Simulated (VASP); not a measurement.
# Cr (P-1) in VASP: notebook

Cr is run at these levels: PBE; tasks: single point.

Everything below comes from runs of VASP 6.6.1. Logs are shortened: lines on timing, memory, paths and dates and some standing lists are left out, and cuts for length are marked.

**1. The cell of the first run**

The typed cell holds 1 atom: a = 2.562 Å, b = 2.541 Å, c = 2.350 Å, α = 105.10°, β = 107.45°, γ = 114.24°.

**2. Single point, PBE, collinear spin, ferromagnetic start**

The input, INCAR:

```
PREC     = Accurate       # precision mode
ENCUT    = 520            # plane-wave cutoff, eV
EDIFF    = 1E-6           # SCF threshold, eV
ISMEAR   = -1             # smearing method
SIGMA    = 0.05           # smearing width, eV
LREAL    = F              # projectors in reciprocal space
LASPH    = T              # aspherical terms in the spheres
NELM     = 150            # most SCF steps
ALGO     = Normal         # electronic algorithm
ISIF     = 2              # what is computed and relaxed
LWAVE    = F              # write WAVECAR
LCHARG   = F              # write CHGCAR
ISPIN    = 2              # spin polarisation
MAGMOM   = 6              # initial moments
LORBIT   = 11             # projections on sites
NUPDOWN  = 6.0            # fixed moment
LMAXMIX  = 4              # l up to which the mixer works
GGA      = PE             # functional
NBANDS   = 16             # bands
```

The input, KPOINTS:

```
Automatic mesh
0
Gamma
  11 11 11
```

The input, POSCAR:

```
Cr
1.0
   -1.4943366600      1.5452007300      1.3932153400
    1.5696721600     -1.4509560800      1.3743061900
    1.4063430800      1.3629625000     -1.2989706900
Cr
1
Direct
    0.0000000000      0.0000000000      0.0000000000
```

Potentials or basis: VASP PAW PBE potentials, release 64 (Cr_pv).

The run is started by

```console
$ cat potpaw_PBE.64/Cr_pv/POTCAR > POTCAR
$ mpirun -np 1 vasp_std > vasp.out
```

OUTCAR:

```text
PREC = Accurate
   ENCUT = 520
   EDIFF = 1E-6
   ISMEAR = -1
   LREAL = F
   LASPH = T
   NELM = 150
   ISIF = 2
   ISPIN = 2
   LORBIT = 11
   NUPDOWN = 6.0
   GGA = PE

 ion  position               nearest neighbor table
   1  0.000  0.000  0.000-

  LATTYP: Found a triclinic cell.
 ALAT       =     2.3500622308
 B/A-ratio  =     1.6857825924
 C/A-ratio  =     1.0828196781
 COS(alpha) =     0.0078069446
 COS(beta)  =     0.3615709875
 COS(gamma) =     0.7870954603

  Lattice vectors:

 A1 = (  -1.4063430800,  -1.3629625000,   1.2989706900)
 A2 = (  -2.9006797400,   0.1822382300,   2.6921860300)
 A3 = (  -1.4816785800,  -1.4572071500,  -1.4685508400)

Analysis of symmetry for initial positions (statically):
=====================================================================
 Subroutine PRICEL returns:
 Original cell was already a primitive cell.

 Routine SETGRP: Setting up the symmetry group for a
 triclinic supercell.

 Subroutine GETGRP returns: Found  2 space group operations
 (whereof  2 operations were pure point group operations)
 out of a pool of  2 trial point group operations.

The static configuration has the point symmetry S_2 .

Analysis of symmetry for dynamics (positions and initial velocities):
=====================================================================
 Subroutine PRICEL returns:
 Original cell was already a primitive cell.

 Routine SETGRP: Setting up the symmetry group for a
 triclinic supercell.

 Subroutine GETGRP returns: Found  2 space group operations
 (whereof  2 operations were pure point group operations)
 out of a pool of  2 trial point group operations.

The dynamic configuration has the point symmetry S_2 .

Analysis of structural, dynamic, and magnetic symmetry:
=====================================================================
 Subroutine PRICEL returns:
 Original cell was already a primitive cell.

 Routine SETGRP: Setting up the symmetry group for a
 triclinic supercell.

 Subroutine GETGRP returns: Found  2 space group operations
 (whereof  2 operations were pure point group operations)
 out of a pool of  2 trial point group operations.

The overall configuration has the point symmetry S_2 .

 Subroutine INISYM returns: Found  2 space group operations
 (whereof  2 operations are pure point group operations),
 and found     1 'primitive' translations

----------------------------------------------------------------------------------------

                                     Primitive cell

  volume of cell :      11.9433

  direct lattice vectors                    reciprocal lattice vectors
    -1.494336660  1.545200730  1.393215340     0.000973068  0.332547216  0.349983148
     1.569672160 -1.450956080  1.374306190     0.327051789 -0.001527154  0.352483370
     1.406343080  1.362962500 -1.298970690     0.347063252  0.355058900 -0.021538617

  length of vectors
     2.561588635  2.541232327  2.350062231     0.482780283  0.480842730  0.496974481

  position of ions in fractional coordinates (direct lattice)
     0.000000000  0.000000000  0.000000000

  ion indices of the primitive-cell ions
   primitive index   ion index
                 1           1

----------------------------------------------------------------------------------------

 KPOINTS: Automatic mesh

Automatic generation of k-mesh.
 Grid dimensions read from file:
 generate k-points for:   11   11   11

 Generating k-lattice:

  Cartesian coordinates                     Fractional coordinates (reciprocal lattice)
     0.000088461  0.030231565  0.031816650     0.090909091  0.000000000  0.000000000
     0.029731981 -0.000138832  0.032043943     0.000000000  0.090909091  0.000000000
     0.031551205  0.032278082 -0.001958056    -0.000000000 -0.000000000  0.090909091

  Length of vectors
     0.043889117  0.043712975  0.045179498

  Shift w.r.t. Gamma in fractional coordinates (k-lattice)
     0.000000000  0.000000000  0.000000000

 Subroutine IBZKPT returns following result:
 ===========================================

 Found    666 irreducible k-points:

 Following reciprocal coordinates:
            Coordinates               Weight
  0.000000  0.000000  0.000000      1.000000
  0.090909 -0.000000  0.000000      2.000000
  0.181818 -0.000000  0.000000      2.000000
  0.272727  0.000000 -0.000000      2.000000
  0.363636  0.000000 -0.000000      2.000000
  0.454545 -0.000000  0.000000      2.000000
[... 16 lines left out ...]
  0.454545  0.181818  0.000000      2.000000
 -0.454545  0.181818 -0.000000      2.000000
 [... further k-points ...]
   k-points           NKPTS =    666   k-points in BZ     NKDIM =    666   number of bands    NBANDS=     16
   number of dos      NEDOS =    301   number of ions     NIONS =      1
   total plane-waves  NPLWV =   7200
   dimension x,y,z NGX =    20 NGY =   20 NGZ =   18
   dimension x,y,z NGXF=    40 NGYF=   40 NGZF=   36
   ions per type =               1
   NGX,Y,Z   is equivalent  to a cutoff of  12.98, 13.08, 12.73 a.u.
   NGXF,Y,Z  is equivalent  to a cutoff of  25.96, 26.17, 25.47 a.u.
 SYSTEM =  unknown system
   PREC   = accura    normal or accurate (medium, high low for compatibility)
   ISTART =      0    job   : 0-new  1-cont  2-samecut
   ICHARG =      2    charge: 1-file 2-atom 10-const
   ISPIN  =      2    spin polarized calculation?
   LNONCOLLINEAR =      F non collinear calculations
   LSORBIT =      F    spin-orbit coupling
   LASPH  =      T    aspherical Exc in radial PAW
   ENCUT  =  520.0 eV  38.22 Ry    6.18 a.u.   4.76  4.73  4.37*2*pi/ulx,y,z
   NELM   =    150;   NELMIN=  2; NELMDL= -5     # of ELM steps
   EDIFF  = 0.1E-05   stopping-criterion for ELM
   LREAL  =      F    real-space projection
   EDIFFG = 0.1E-04   stopping-criterion for IOM
   NSW    =      0    number of steps for IOM
   IBRION =     -1    ionic relax: 0-MD 1-quasi-New 2-CG
   NFREE  =      0    steps in history (QN), initial steepest desc. (CG)
   ISIF   =      2    stress and relaxation
   ISYM   =      2    0-nonsym 1-usesym 2-fastsym
   POTIM  = 0.5000    time-step for ionic-motion
   TEBEG  =    0.0;   TEEND  =   0.0 temperature during run
   PSTRESS=    0.0 pullay stress
   NELECT =      12.0000    total number of electrons
   NUPDOWN=       6.0000    fix difference up-down
   EMIN   =  10.00;   EMAX   =-10.00  energy-range for DOS
   EFERMI =   0.00;   METHOD = LEGACY
   ISMEAR =    -1;   SIGMA  =   0.05  broadening in eV -4-tet -1-fermi 0-gaus
   EFERMI_NEDOS =   21; number of points for ismear=-14 and -15
   IALGO  =     38    algorithm
   IMIX   =      4    mixing-type and parameters
     AMIX     =   0.40;   BMIX     =  1.00
     AMIX_MAG =   1.60;   BMIX_MAG =  1.00
  volume/ion in A,a.u.               =      11.94        80.60
  Fermi-wavevector in a.u.,A,eV,Ry     =   1.639686  3.098557 36.580224  2.688571
  Thomas-Fermi vector in A             =   2.730450
   LORBIT       =     11    0 simple, 1 ext, 2 COOP (PROOUT), +10 PAW based schemes
   GGA     = PE    functional components
   LHFCALC =     F    Hartree Fock is set to
   AEXX    =    0.0000 exact exchange contribution
   IVDW    =     0    specifies the selected vdW correction
   LEPSILON=     F    determine dielectric tensor
   LRPA    =     F    only Hartree local field effects (RPA)
 spin polarized calculation
  energy-cutoff  :      520.00
  volume of cell :       11.94
 maximum number of plane-waves:       331
   NGX =  9   NGY =  9   NGZ =  9

 number of electron      12.0000000 magnetization       6.0000000

 Free energy of the ion-electron system (eV)
  ---------------------------------------------------
  ext. energy  EPLUGINS =         0.00000000
  ---------------------------------------------------
  free energy    TOTEN  =        -1.14771112 eV

  energy without entropy =       -1.14717684  energy(sigma->0) =       -1.14744398

 E-fermi : -24.7691     XC(G=0): -13.0198

 val. band max:       19.0402961050   @ k =   0.3636   0.3636   0.0909
 cond. band min:       4.8533147970   @ k =   0.0000   0.0000   0.0000
 fundamental gap:    -14.1869813080
 Fermi energy:        19.0858078151

 spin component 1

 k-point     1 :       0.0000    0.0000    0.0000
  band No.  band energies     occupation
      1     -30.7505      1.00000
      2     -30.7304      1.00000
      3     -30.5563      1.00000
      4       1.2177      1.00000
      5       9.3895      1.00000
      6      10.3156      1.00000
[... 8 lines left out ...]
     15      38.1852      0.00000
     16      41.9547      0.00000

 k-point     2 :       0.0909   -0.0000    0.0000
  band No.  band energies     occupation
      1     -30.8131      1.00000
      2     -30.7576      1.00000
      3     -30.5639      1.00000
      4       1.5683      1.00000
      5       9.2788      1.00000
      6      10.3147      1.00000
[... 8 lines left out ...]
     15      38.6402      0.00000
     16      39.9561      0.00000
[... 387 lines left out ...]
      5       7.9389      1.00000
      6       8.7590      1.00000
[... 8 lines left out ...]
     15      40.3880      0.00000
     16      40.9569      0.00000

 k-point    24 :      -0.4545    0.1818   -0.0000
  band No.  band energies     occupation
      1     -31.4292      1.00000
      2     -31.0442      1.00000
      3     -30.6267      1.00000
      4       5.8031      1.00000
      5       8.0534      1.00000
      6       8.5660      1.00000
[... 8 lines left out ...]
     15      40.3769      0.00000
     16      41.2232      0.00000

 [... further k-points ...]

 spin component 2

 k-point     1 :       0.0000    0.0000    0.0000
  band No.  band energies     occupation
      1     -26.2397      1.00000
      2     -26.2113      1.00000
      3     -26.0126      1.00000
      4       4.8533      0.00000
      5      13.6433      0.00000
      6      14.5357      0.00000
[... 8 lines left out ...]
     15      41.8935      0.00000
     16      45.4763      0.00000

 k-point     2 :       0.0909   -0.0000    0.0000
  band No.  band energies     occupation
      1     -26.3017      1.00000
      2     -26.2447      1.00000
      3     -26.0207      1.00000
      4       5.2084      0.00000
      5      13.5265      0.00000
      6      14.5213      0.00000
[... 8 lines left out ...]
     15      42.2544      0.00000
     16      43.6150      0.00000
[... 387 lines left out ...]
      5      12.0676      0.00000
      6      12.6126      0.00000
[... 8 lines left out ...]
     15      43.9779      0.00000
     16      44.6691      0.00000

 k-point    24 :      -0.4545    0.1818   -0.0000
  band No.  band energies     occupation
      1     -26.9552      1.00000
      2     -26.5459      1.00000
      3     -26.0874      1.00000
      4       9.5881      0.00000
      5      12.1020      0.00000
      6      12.6220      0.00000
[... 8 lines left out ...]
     15      44.0631      0.00000
     16      44.8835      0.00000

 [... further k-points ...]
[... 5 lines left out ...]
  --------------------------------------------------------------------------------------
  -------------------------------------------------------------------------------------
  Total       14.0769961     13.8406181     13.8949350      1.2662216     -1.1546206     -1.0607403
  in kB     1888.4130785   1856.7032412   1863.9897842    169.8621986   -154.8910457   -142.2971045
  external PRESSURE =    1869.7020346 kB  Pullay stress =       0.0000000 kB

 VOLUME and BASIS-vectors are now :
 -----------------------------------------------------------------------------
  energy-cutoff  :      520.00
  volume of cell :       11.94
      direct lattice vectors                 reciprocal lattice vectors
    -1.494336660  1.545200730  1.393215340     0.000973068  0.332547216  0.349983148
     1.569672160 -1.450956080  1.374306190     0.327051789 -0.001527154  0.352483370
     1.406343080  1.362962500 -1.298970690     0.347063252  0.355058900 -0.021538617

 POSITION                                       TOTAL-FORCE (eV/Angst)
 -----------------------------------------------------------------------------------
      0.00000      0.00000      0.00000         0.000000     -0.000000     -0.000000
 -----------------------------------------------------------------------------------
    total drift:                                0.000000     -0.000000     -0.000000

  FREE ENERGIE OF THE ION-ELECTRON SYSTEM (eV)
  ---------------------------------------------------
  free  energy   TOTEN  =        -1.1477111174 eV

  energy  without entropy=       -1.1471768439  energy(sigma->0) =       -1.14744398

 total charge

# of ion       s       p       d       tot
------------------------------------------
    1        0.259   6.440   4.531  11.230

 magnetization (x)

# of ion       s       p       d       tot
------------------------------------------
    1        0.258   0.467   4.527   5.252
```

Wall time 8.4 min (1 thread of AMD EPYC 7R13, shared host); peak memory 0.25 GiB.

What came out:

| Item | Value |
| --- | --- |
| Free energy | -1.1477 eV |
| Pressure | 187.0 GPa |
| Net moment | 6.00 μB per cell |
| Site moments | Cr +5.25 μB |
| Valence electrons inside the program's atomic spheres | Cr 11.23 |

Caveat: the total moment is fixed, so each spin has its own Fermi level.

**3. Single point, PBE, collinear spin, ferromagnetic start**

The input, INCAR:

```
SYSTEM = Cr
ALGO     = Normal         ! electronic algorithm
EDIFF    = 1E-6           ! SCF threshold, eV
ENCUT    = 520            ! plane-wave cutoff, eV
GGA      = PE             ! functional
ISIF     = 2              ! what is computed and relaxed
ISMEAR   = -1             ! smearing method
ISPIN    = 2              ! spin polarisation
LASPH    = .True.         ! aspherical terms in the spheres
LCHARG   = .False.        ! write CHGCAR
LMAXMIX  = 4              ! l up to which the mixer works
LORBIT   = 11             ! projections on sites
LREAL    = .False.        ! projectors in reciprocal space
LWAVE    = .False.        ! write WAVECAR
MAGMOM   = -1.14          ! initial moments
NBANDS   = 16             ! bands
NELM     = 150            ! most SCF steps
PREC     = Accurate       ! precision mode
SIGMA    = 0.05           ! smearing width, eV
```

The input, KPOINTS:

```
k-points
0
Gamma
  13 13 13
  0 0 0
```

POSCAR is that of step 2.

Potentials or basis: VASP PAW PBE potentials, release 64 (Cr_pv).

The run is started by

```console
$ cat potpaw_PBE.64/Cr_pv/POTCAR > POTCAR
$ mpirun -np 1 vasp_std > vasp.out
```

Run time: 4.1 min. Hardware: 1 thread of AMD EPYC 9R45 (Zen 5), shared host; peak memory 0.34 GiB.

It converged, with:

| Item | Value |
| --- | --- |
| Free energy | -9.4398 eV |
| Pressure | -6.8 GPa |
| Band gap on the k mesh | zero (filled and empty bands overlap) |
| Net moment | 0.00 μB per cell |
| Valence electrons inside the program's atomic spheres | Cr 11.00 |

Stress tensor (GPa, compression positive):
```
-15.91   6.78  -5.05
  6.78  -9.82  -6.01
 -5.05  -6.01   5.44
```

Levels at points of the mesh, in eV from the Fermi level:
Spin up:
```
           k point  band 2  band 3  band 4  band 5  band 6  band 7  band 8  band 9  band 10  band 11
(0.00, 0.00, 0.00)  -42.83  -42.65   -7.76   -1.64   -0.78   -0.47    0.93    1.43     7.08    20.33
```
Spin down:
```tsv
k point	band 2	band 3	band 4	band 5	band 6	band 7	band 8	band 9	band 10	band 11
(0.00, 0.00, 0.00)	-42.83	-42.65	-7.76	-1.64	-0.78	-0.47	0.93	1.43	7.08	20.33
```
